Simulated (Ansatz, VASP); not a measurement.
**One calculation of CdSe, two programs**

```
Cd Se
1.0
     4.47032    0.00000    0.00000
    -2.23516    3.87141    0.00000
     0.00000    0.00000    4.90794
Cd Se
1 1
Direct
  0.00000 0.00000 0.50000
  0.00000 0.00000 0.00000
```

Alike in both runs: task relaxation of cell and atoms; functional PBE; k mesh 12 × 12 × 12; occupations gaussian, width 0.1 eV; no spin polarisation.

|  | VASP | Ansatz |
| --- | --- | --- |
| version | VASP 6.6.1 | Ansatz 0.2.0 |
| potentials or method | VASP PAW PBE potentials, release 64 (Cd, Se), cutoff 600 eV | scalar-relativistic, plane waves, PAW |
| valence electrons in the cell | 18 | 36 |

|  | VASP | Ansatz | Ansatz less VASP |
| --- | --- | --- | --- |
| relaxed volume (Å³/atom) | 61.55 | 77.19 | +15.645 |
| relaxed length of the cell vector where the two differ most in proportion (Å) | 5.423 | 6.091 | +0.6679 |

One of these differences is far larger than is usual between the two programs; its cause wasn't traced. VASP's potentials hold 18 valence electrons a cell and Ansatz's 36, so a difference there can come from the potentials and not from the codes. Ansatz's warnings: xc potential rough in thin density.

Noted on VASP's run: the volume moved by over 15 % at a fixed basis, so the end points are rough.
